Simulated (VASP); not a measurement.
# Al: single point with r2SCAN

The system is Al.

```
CELL_PARAMETERS angstrom
0.00000 2.00665 2.00665
2.00665 0.00000 2.00665
2.00665 2.00665 0.00000
ATOMIC_POSITIONS crystal
Al 0.00000 0.00000 0.00000
```

```yaml
Program: VASP 6.6.1
Task: single point
Functional: r2SCAN
Potentials_or_basis: VASP PAW PBE potentials, release 64 (Al)
Cutoff: 550 eV
k_mesh: 14 × 14 × 14
Occupations: fermi-dirac, width 0.1 eV
Spin: no spin polarisation
Dipole_correction: no
Further_INCAR_settings: ALGO = Normal; EDIFF = 1e-06; NBANDS = 8
```

```
Pressure               : -1.8 GPa
Band gap on the k mesh : zero (an odd number of electrons rules out a gap without spin polarisation)
```

Levels at points of the mesh, in eV from the Fermi level:
```
           k point  band 1  band 2  band 3  band 4
(0.00, 0.00, 0.00)  -11.97   13.46   13.46   13.46
(0.50, 0.00, 0.00)   -5.07   -4.54   12.20   12.20
(0.50, 0.50, 0.00)   -3.19   -1.64    5.48    6.12
```

Run time: 59 s on 1 thread of Intel Xeon 8259CL, with other jobs on the host, peak memory 0.14 GiB.

Caveat: the PAW data sets were made with another functional, which shifts forces and pressure a little.
